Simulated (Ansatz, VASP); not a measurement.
This is a calculation of Au for Ansatz 0.2.0.

input.yaml

```yaml
crystal:
  lattice:
    - [-1.6234376908, 1.6234376908, 1.6234376908]
    - [1.6234376908, -1.6234376908, 1.6234376908]
    - [1.6234376908, 1.6234376908, -1.6234376908]
  atoms:
    - { symbol: Au, position: [0.0, 0.0, 0.0] }
kpoints:
  mp_grid: { grid: [11, 11, 11] }
scf:
  occupations: { method: fermi_dirac, width: 0.05 }
hamiltonian:
  xc: lda
  pseudopotentials: { kind: all_electron, lapw: { basis_error: 0.001 } }
output:
  forces: true
  stress: true
  eigenvalues: true
```

Potentials or basis: all-electron LAPW, scalar-relativistic.

Launch:

```sh
$ ansatz run input.yaml --threads 1 --pin off --max-ram 3072MiB --backend cpu --events-out ev --progress --plain --runs-dir out
```

Set up the same calculation for VASP 6.6.1. Potentials there: VASP PAW LDA potentials, release 64 (Au).

As run (the cutoff follows the program's own potentials):

INCAR

```
PREC = Accurate
ENCUT = 520
EDIFF = 1E-7
ISMEAR = -1
SIGMA = 0.05
LREAL = F
LASPH = T
NELM = 80
ALGO = Fast
ISIF = 2
LWAVE = F
LCHARG = F
GGA = CA
NBANDS = 12
```

The input KPOINTS:

```
Automatic mesh
0
Gamma
  11 11 11
```

POSCAR

```
Au
1.0
   -1.6234376908      1.6234376908      1.6234376908
    1.6234376908     -1.6234376908      1.6234376908
    1.6234376908      1.6234376908     -1.6234376908
Au
1
Direct
    0.0000000000      0.0000000000      0.0000000000
```

Potentials or basis: VASP PAW LDA potentials, release 64 (Au).

The run is started by

```bash
$ cat potpaw_LDA.64/Au/POTCAR > POTCAR
$ mpirun -np 1 vasp_std > vasp.out
```

Both were run:

|  | VASP | Ansatz | Ansatz less VASP |
| --- | --- | --- | --- |
| gap on the k mesh at the Fermi level (eV) | none | none | - |
| pressure (GPa) | -4.4 | -4.9 | -0.48 |

LDA's correlation is that of Perdew and Zunger in VASP and of Perdew and Wang (1992) in Ansatz. A gap of «none» marks a metal or a gap that the smearing closes. Ansatz ran all-electron here, and VASP with PAW potentials.

Spin-orbit coupling is off throughout.
